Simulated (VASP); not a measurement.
# TaN (Fm-3m) in VASP: further runs

The runs below take TaN through single point, with r2SCAN.

Program: VASP 6.6.1. These are calculated values, not measurements. Logs are shortened: lines on timing, memory, paths and dates and some standing lists are left out, and cuts for length are marked.

**1. The cell of the first run**

It takes space group Fm-3m (No. 225, cubic). Conventional cell: a = 4.483 Å, b = 4.483 Å, c = 4.483 Å, α = 90.00°, β = 90.00°, γ = 90.00°. Within 3.0 Å of Ta (site symmetry m-3m) lie 6 N at 2.24 Å. Within 3.0 Å of N (site symmetry m-3m) lie 6 Ta at 2.24 Å.

**2. Single point, r2SCAN (volume scaled by 1.06)**

File POSCAR:

```
TaN
1.0
    0.0000000000      2.2413805221      2.2413805221
    2.2413805221      0.0000000000      2.2413805221
    2.2413805221      2.2413805221      0.0000000000
Ta N
1 1
Direct
    0.5000000000      0.5000000000      0.5000000000
    0.0000000000      0.0000000000      0.0000000000
```

File INCAR.step1:

```
PREC = Accurate
ENCUT = 660
ISMEAR = 0
SIGMA = 0.1
LREAL = False
LASPH = True
NELM = 120
NBANDS = 16
GGA = PE
ALGO = Normal
EDIFF = 1E-5
LWAVE = True
LCHARG = False
GGA_COMPAT = False
```

File INCAR.step2:

```
PREC = Accurate
ENCUT = 660
EDIFF = 1E-6
ISMEAR = 0
SIGMA = 0.1
LREAL = False
LASPH = True
NELM = 120
ALGO = Normal
ISIF = 2
LWAVE = False
LCHARG = False
METAGGA = R2SCAN
LMIXTAU = True
NBANDS = 16
ISTART = 1
GGA_COMPAT = False
```

File KPOINTS:

```
Automatic mesh
0
Gamma
  16 16 16
```

Potentials or basis: VASP PAW PBE potentials, release 64 (Ta_sv_GW, N).

The run is started by

```
cat potpaw_PBE.64/Ta_sv_GW/POTCAR potpaw_PBE.64/N/POTCAR > POTCAR
cp INCAR.step1 INCAR
mpirun -np 1 vasp_std > vasp.out
cp INCAR.step2 INCAR
mpirun -np 1 vasp_std > vasp.out
```

OUTCAR:

```text
PREC = Accurate
   ENCUT = 660
   EDIFF = 1E-6
   ISMEAR = 0
   LREAL = False
   LASPH = True
   NELM = 120
   ISIF = 2
   METAGGA = R2SCAN
   ISTART = 1

 ion  position               nearest neighbor table
   1  0.500  0.500  0.500-   2 2.24   2 2.24   2 2.24   2 2.24   2 2.24   2 2.24
   2  0.000  0.000  0.000-   1 2.24   1 2.24   1 2.24   1 2.24   1 2.24   1 2.24

  LATTYP: Found a face centered cubic cell.
 ALAT       =     4.4827610442

  Lattice vectors:

 A1 = (   0.0000000000,   2.2413805221,   2.2413805221)
 A2 = (   2.2413805221,   0.0000000000,   2.2413805221)
 A3 = (   2.2413805221,   2.2413805221,   0.0000000000)

Analysis of symmetry for initial positions (statically):
=====================================================================
 Subroutine PRICEL returns:
 Original cell was already a primitive cell.

 Routine SETGRP: Setting up the symmetry group for a
 face centered cubic supercell.

 Subroutine GETGRP returns: Found 48 space group operations
 (whereof 48 operations were pure point group operations)
 out of a pool of 48 trial point group operations.

The static configuration has the point symmetry O_h .

Analysis of symmetry for dynamics (positions and initial velocities):
=====================================================================
 Subroutine PRICEL returns:
 Original cell was already a primitive cell.

 Routine SETGRP: Setting up the symmetry group for a
 face centered cubic supercell.

 Subroutine GETGRP returns: Found 48 space group operations
 (whereof 48 operations were pure point group operations)
 out of a pool of 48 trial point group operations.

The dynamic configuration has the point symmetry O_h .

 Subroutine INISYM returns: Found 48 space group operations
 (whereof 48 operations are pure point group operations),
 and found     1 'primitive' translations

----------------------------------------------------------------------------------------

                                     Primitive cell

  volume of cell :      22.5204

  direct lattice vectors                    reciprocal lattice vectors
     0.000000000  2.241380522  2.241380522    -0.223076802  0.223076802  0.223076802
     2.241380522  0.000000000  2.241380522     0.223076802 -0.223076802  0.223076802
     2.241380522  2.241380522  0.000000000     0.223076802  0.223076802 -0.223076802

  length of vectors
     3.169790733  3.169790733  3.169790733     0.386380356  0.386380356  0.386380356

  position of ions in fractional coordinates (direct lattice)
     0.500000000  0.500000000  0.500000000
     0.000000000  0.000000000  0.000000000

  ion indices of the primitive-cell ions
   primitive index   ion index
                 1           1
                 2           2

----------------------------------------------------------------------------------------

 KPOINTS: Automatic mesh

Automatic generation of k-mesh.
 Grid dimensions read from file:
 generate k-points for:   16   16   16

 Generating k-lattice:

  Cartesian coordinates                     Fractional coordinates (reciprocal lattice)
    -0.013942300  0.013942300  0.013942300     0.062500000  0.000000000  0.000000000
     0.013942300 -0.013942300  0.013942300     0.000000000  0.062500000  0.000000000
     0.013942300  0.013942300 -0.013942300     0.000000000  0.000000000  0.062500000

  Length of vectors
     0.024148772  0.024148772  0.024148772

  Shift w.r.t. Gamma in fractional coordinates (k-lattice)
     0.000000000  0.000000000  0.000000000

 Subroutine IBZKPT returns following result:
 ===========================================

 Found    145 irreducible k-points:

 Following reciprocal coordinates:
            Coordinates               Weight
  0.000000  0.000000  0.000000      1.000000
  0.062500  0.000000  0.000000      8.000000
  0.125000  0.000000  0.000000      8.000000
  0.187500  0.000000  0.000000      8.000000
  0.250000  0.000000  0.000000      8.000000
  0.312500  0.000000  0.000000      8.000000
[... 16 lines left out ...]
 -0.125000  0.062500  0.000000     24.000000
 -0.062500  0.062500  0.000000     12.000000
 [... further k-points ...]
   k-points           NKPTS =    145   k-points in BZ     NKDIM =    145   number of bands    NBANDS=     16
   number of dos      NEDOS =    301   number of ions     NIONS =      2
   total plane-waves  NPLWV =  21952
   dimension x,y,z NGX =    28 NGY =   28 NGZ =   28
   dimension x,y,z NGXF=    56 NGYF=   56 NGZF=   56
   ions per type =               1   1
   NGX,Y,Z   is equivalent  to a cutoff of  14.69, 14.69, 14.69 a.u.
   NGXF,Y,Z  is equivalent  to a cutoff of  29.37, 29.37, 29.37 a.u.
 SYSTEM =  unknown system
   PREC   = accura    normal or accurate (medium, high low for compatibility)
   ISTART =      1    job   : 0-new  1-cont  2-samecut
   ICHARG =      0    charge: 1-file 2-atom 10-const
   ISPIN  =      1    spin polarized calculation?
   LNONCOLLINEAR =      F non collinear calculations
   LSORBIT =      F    spin-orbit coupling
   LASPH  =      T    aspherical Exc in radial PAW
   ENCUT  =  660.0 eV  48.51 Ry    6.96 a.u.   6.64  6.64  6.64*2*pi/ulx,y,z
   NELM   =    120;   NELMIN=  2; NELMDL=  0     # of ELM steps
   EDIFF  = 0.1E-05   stopping-criterion for ELM
   LREAL  =      F    real-space projection
   EDIFFG = 0.1E-04   stopping-criterion for IOM
   NSW    =      0    number of steps for IOM
   IBRION =     -1    ionic relax: 0-MD 1-quasi-New 2-CG
   NFREE  =      0    steps in history (QN), initial steepest desc. (CG)
   ISIF   =      2    stress and relaxation
   ISYM   =      2    0-nonsym 1-usesym 2-fastsym
   POTIM  = 0.5000    time-step for ionic-motion
   TEBEG  =    0.0;   TEEND  =   0.0 temperature during run
   PSTRESS=    0.0 pullay stress
   NELECT =      18.0000    total number of electrons
   NUPDOWN=      -1.0000    fix difference up-down
   EMIN   =  10.00;   EMAX   =-10.00  energy-range for DOS
   EFERMI =   0.00;   METHOD = LEGACY
   ISMEAR =     0;   SIGMA  =   0.10  broadening in eV -4-tet -1-fermi 0-gaus
   EFERMI_NEDOS =   21; number of points for ismear=-14 and -15
   IALGO  =     38    algorithm
   IMIX   =      4    mixing-type and parameters
     AMIX     =   0.40;   BMIX     =  1.00
     AMIX_MAG =   1.60;   BMIX_MAG =  1.00
  volume/ion in A,a.u.               =      11.26        75.99
  Fermi-wavevector in a.u.,A,eV,Ry     =   1.519288  2.871038 31.405453  2.308236
  Thomas-Fermi vector in A             =   2.628294
   LORBIT       =      0    0 simple, 1 ext, 2 COOP (PROOUT), +10 PAW based schemes
   METAGGA = R2SCAN    functional components
   LHFCALC =     F    Hartree Fock is set to
   AEXX    =    0.0000 exact exchange contribution
   IVDW    =     0    specifies the selected vdW correction
   LEPSILON=     F    determine dielectric tensor
   LRPA    =     F    only Hartree local field effects (RPA)
 non-spin polarized calculation
 Gauss-broadening in eV      SIGMA  =   0.10
  energy-cutoff  :      660.00
  volume of cell :       22.52
 maximum number of plane-waves:       893
   NGX = 13   NGY = 13   NGZ = 13

 number of electron      18.0000000 magnetization

 Free energy of the ion-electron system (eV)
  ---------------------------------------------------
  ext. energy  EPLUGINS =         0.00000000
  ---------------------------------------------------
  free energy    TOTEN  =       -62.13204790 eV

  energy without entropy =      -62.12621844  energy(sigma->0) =      -62.12913317

 E-fermi :  12.9846     XC(G=0): -14.3869

 val. band max:       12.9739076483   @ k =  -0.3125   0.3750   0.1875
 cond. band min:      12.9887231065   @ k =  -0.3125   0.3125   0.1250
 fundamental gap:      0.0148154582
 Fermi energy:        12.9845816736

 k-point     1 :       0.0000    0.0000    0.0000
  band No.  band energies     occupation
      1     -58.7638      2.00000
      2     -24.2568      2.00000
      3     -24.2568      2.00000
      4     -24.2568      2.00000
      5      -6.5216      2.00000
      6       9.0146      2.00000
[... 8 lines left out ...]
     15      22.6851      0.00000
     16      36.5181      0.00000

 k-point     2 :       0.0625    0.0000    0.0000
  band No.  band energies     occupation
      1     -58.7621      2.00000
      2     -24.2854      2.00000
      3     -24.2595      2.00000
      4     -24.2595      2.00000
      5      -6.4369      2.00000
      6       8.5299      2.00000
[... 8 lines left out ...]
     15      22.9579      0.00000
     16      35.2070      0.00000

 k-point     3 :       0.1250    0.0000    0.0000
  band No.  band energies     occupation
      1     -58.7573      2.00000
      2     -24.3658      2.00000
      3     -24.2669      2.00000
      4     -24.2669      2.00000
      5      -6.1915      2.00000
      6       7.5148      2.00000
[... 8 lines left out ...]
     15      23.7068      0.00000
     16      33.0970      0.00000

 k-point     4 :       0.1875    0.0000    0.0000
  band No.  band energies     occupation
      1     -58.7501      2.00000
      2     -24.4839      2.00000
      3     -24.2781      2.00000
      4     -24.2781      2.00000
      5      -5.8115      2.00000
      6       6.3700      2.00000
[... 8 lines left out ...]
     15      24.6821      0.00000
     16      31.2157      0.00000

 k-point     5 :       0.2500    0.0000    0.0000
  band No.  band energies     occupation
      1     -58.7415      2.00000
      2     -24.6200      2.00000
      3     -24.2912      2.00000
      4     -24.2912      2.00000
      5      -5.3376      2.00000
      6       5.2510      2.00000
[... 8 lines left out ...]
     15      25.2740      0.00000
     16      30.3097      0.00000

 k-point     6 :       0.3125    0.0000    0.0000
  band No.  band energies     occupation
      1     -58.7330      2.00000
      2     -24.7529      2.00000
      3     -24.3042      2.00000
      4     -24.3042      2.00000
      5      -4.8245      2.00000
      6       4.2424      2.00000
[... 8 lines left out ...]
     15      24.9788      0.00000
     16      28.5254      0.00000

 k-point     7 :       0.3750    0.0000    0.0000
  band No.  band energies     occupation
      1     -58.7258      2.00000
      2     -24.8631      2.00000
      3     -24.3152      2.00000
      4     -24.3152      2.00000
      5      -4.3443      2.00000
      6       3.4171      2.00000
[... 8 lines left out ...]
     15      24.5619      0.00000
     16      26.8555      0.00000

 k-point     8 :       0.4375    0.0000    0.0000
  band No.  band energies     occupation
      1     -58.7209      2.00000
      2     -24.9356      2.00000
      3     -24.3226      2.00000
      4     -24.3226      2.00000
      5      -3.9890      2.00000
      6       2.8596      2.00000
[... 8 lines left out ...]
     15      24.4964      0.00000
     16      25.6370      0.00000

 k-point     9 :       0.5000    0.0000    0.0000
  band No.  band energies     occupation
      1     -58.7192      2.00000
      2     -24.9608      2.00000
      3     -24.3251      2.00000
      4     -24.3251      2.00000
      5      -3.8553      2.00000
      6       2.6594      2.00000
[... 8 lines left out ...]
     15      24.5379      0.00000
     16      25.1641      0.00000
[... 172 lines left out ...]
 k-point    19 :      -0.3750    0.0625    0.0000
  band No.  band energies     occupation
      1     -58.7231      2.00000
      2     -24.8840      2.00000
      3     -24.3442      2.00000
      4     -24.3145      2.00000
      5      -4.2286      2.00000
      6       3.2563      2.00000
[... 8 lines left out ...]
     15      24.4134      0.00000
     16      26.1256      0.00000

 k-point    20 :      -0.3125    0.0625    0.0000
  band No.  band energies     occupation
      1     -58.7295      2.00000
      2     -24.7881      2.00000
      3     -24.3369      2.00000
      4     -24.3009      2.00000
      5      -4.6520      2.00000
      6       3.9458      2.00000
[... 8 lines left out ...]
     15      24.8048      0.00000
     16      27.2605      0.00000

 k-point    21 :      -0.2500    0.0625    0.0000
  band No.  band energies     occupation
      1     -58.7376      2.00000
      2     -24.6653      2.00000
      3     -24.3248      2.00000
      4     -24.2864      2.00000
      5      -5.1389      2.00000
      6       4.8310      2.00000
[... 8 lines left out ...]
     15      25.3522      0.00000
     16      28.4299      0.00000

 k-point    22 :      -0.1875    0.0625    0.0000
  band No.  band energies     occupation
      1     -58.7461      2.00000
      2     -24.5332      2.00000
      3     -24.3093      2.00000
      4     -24.2733      2.00000
      5      -5.6132      2.00000
      6       5.8351      2.00000
[... 8 lines left out ...]
     15      25.1342      0.00000
     16      29.7195      0.00000

 k-point    23 :      -0.1250    0.0625    0.0000
  band No.  band energies     occupation
      1     -58.7537      2.00000
      2     -24.4126      2.00000
      3     -24.2924      2.00000
      4     -24.2636      2.00000
      5      -6.0155      2.00000
      6       6.8787      2.00000
[... 8 lines left out ...]
     15      24.2295      0.00000
     16      31.6147      0.00000

 k-point    24 :      -0.0625    0.0625    0.0000
  band No.  band energies     occupation
      1     -58.7594      2.00000
      2     -24.3249      2.00000
      3     -24.2750      2.00000
      4     -24.2587      2.00000
      5      -6.3003      2.00000
      6       7.8524      2.00000
[... 8 lines left out ...]
     15      23.3903      0.00000
     16      33.7487      0.00000

 [... further k-points ...]
[... 5 lines left out ...]
  --------------------------------------------------------------------------------------
  -------------------------------------------------------------------------------------
  Total       -2.5443333     -2.5443333     -2.5443333      0.0000000      0.0000000     -0.0000000
  in kB     -181.0121814   -181.0121814   -181.0121814      0.0000000      0.0000000     -0.0000000
  external PRESSURE =    -181.0121814 kB  Pullay stress =       0.0000000 kB

 VOLUME and BASIS-vectors are now :
 -----------------------------------------------------------------------------
  energy-cutoff  :      660.00
  volume of cell :       22.52
      direct lattice vectors                 reciprocal lattice vectors
     0.000000000  2.241380522  2.241380522    -0.223076802  0.223076802  0.223076802
     2.241380522  0.000000000  2.241380522     0.223076802 -0.223076802  0.223076802
     2.241380522  2.241380522  0.000000000     0.223076802  0.223076802 -0.223076802

 POSITION                                       TOTAL-FORCE (eV/Angst)
 -----------------------------------------------------------------------------------
      2.24138      2.24138      2.24138         0.000000     -0.000000      0.000000
      0.00000      0.00000      0.00000        -0.000000      0.000000     -0.000000
 -----------------------------------------------------------------------------------
    total drift:                                0.000000      0.000000      0.000000

  FREE ENERGIE OF THE ION-ELECTRON SYSTEM (eV)
  ---------------------------------------------------
  free  energy   TOTEN  =       -62.1320479007 eV

  energy  without entropy=      -62.1262184427  energy(sigma->0) =      -62.12913317
```

Wall time 4.7 min (1 thread of AMD EPYC 9R14 (Zen 4), shared host); peak memory 0.2 GiB.

Results:

```yaml
Free_energy: -62.1320 eV
Pressure: -18.1 GPa
Band_gap_on_the_k_mesh: zero (band 9 reaches 14.75 eV, above the bottom of band 10 at 10.99 eV)
```

Caveat: the cell differs from its parent crystal (volume scaled by 1.06); the PAW data sets were made with another functional, which shifts forces and pressure a little; spin-orbit coupling is left out, which moves the levels of the heavy elements.

**3. Single point, r2SCAN**

This run uses another cell than the first one, of 9.50 Å³/atom, 0.844 times its volume.

File POSCAR:

```
TaN
1.0
    0.0000000000      2.1180363405      2.1180363405
    2.1180363405      0.0000000000      2.1180363405
    2.1180363405      2.1180363405      0.0000000000
Ta N
1 1
Direct
    0.5000000000      0.5000000000      0.5000000000
    0.0000000000      0.0000000000      0.0000000000
```

File INCAR.step1:

```
SYSTEM = TaN
PREC     = Accurate       ! precision mode
ENCUT    = 520            ! plane-wave cutoff, eV
ISMEAR   = 0              ! smearing method
SIGMA    = 0.1            ! smearing width, eV
LREAL    = .FALSE.        ! projectors in reciprocal space
LASPH    = .TRUE.         ! aspherical terms in the spheres
NELM     = 80             ! most SCF steps
NBANDS   = 15             ! bands
GGA      = PE             ! functional
ALGO     = Normal         ! electronic algorithm
EDIFF    = 1E-4           ! SCF threshold, eV
LWAVE    = .TRUE.         ! write WAVECAR
LCHARG   = .FALSE.        ! write CHGCAR
```

File INCAR.step2:

```
SYSTEM = TaN
PREC     = Accurate       ! precision mode
ENCUT    = 520            ! plane-wave cutoff, eV
EDIFF    = 1E-6           ! SCF threshold, eV
ISMEAR   = 0              ! smearing method
SIGMA    = 0.1            ! smearing width, eV
LREAL    = .FALSE.        ! projectors in reciprocal space
LASPH    = .TRUE.         ! aspherical terms in the spheres
NELM     = 80             ! most SCF steps
ALGO     = Normal         ! electronic algorithm
ISIF     = 2              ! what is computed and relaxed
LWAVE    = .FALSE.        ! write WAVECAR
LCHARG   = .TRUE.         ! write CHGCAR
METAGGA  = R2SCAN         ! meta-GGA
LMIXTAU  = .TRUE.       
LELF     = .TRUE.         ! ELF
LVHAR    = .TRUE.       
NBANDS   = 15             ! bands
ISTART   = 1
```

File KPOINTS:

```
Automatic mesh
0
G
  16 16 16
  0 0 0
```

Potentials or basis: VASP PAW PBE potentials, release 64 (Ta_pv, N).

The run is started by

```
cat potpaw_PBE.64/Ta_pv/POTCAR potpaw_PBE.64/N/POTCAR > POTCAR
cp INCAR.step1 INCAR
mpirun -np 1 vasp_std > vasp.out
cp INCAR.step2 INCAR
mpirun -np 1 vasp_std > vasp.out
```

Wall time 66 s (1 thread of Intel Xeon Platinum 8488C (Sapphire Rapids), shared host); peak memory 0.18 GiB.

It converged, with:

```
Free energy            : -59.2718 eV
Pressure               : 53.0 GPa
Band gap on the k mesh : zero (band 8 reaches 13.24 eV, above the bottom of band 9 at 8.42 eV)
```

Levels at points of the mesh, in eV from the Fermi level:
```csv
k point,band 5,band 6,band 7,band 8,band 9,band 10,band 11,band 12
"(0.00, 0.00, 0.00)",-4.48,-4.48,-4.48,-2.50,-2.50,-2.50,0.15,0.15
"(0.50, 0.00, 0.00)",-11.81,-8.89,-8.89,2.31,2.31,2.47,4.49,9.13
"(0.50, 0.50, 0.00)",-7.26,-6.46,-5.25,-5.25,2.59,4.25,4.25,6.02
```

Caveat: the PAW data sets were made with another functional, which shifts forces and pressure a little; spin-orbit coupling is left out, which moves the levels of the heavy elements.
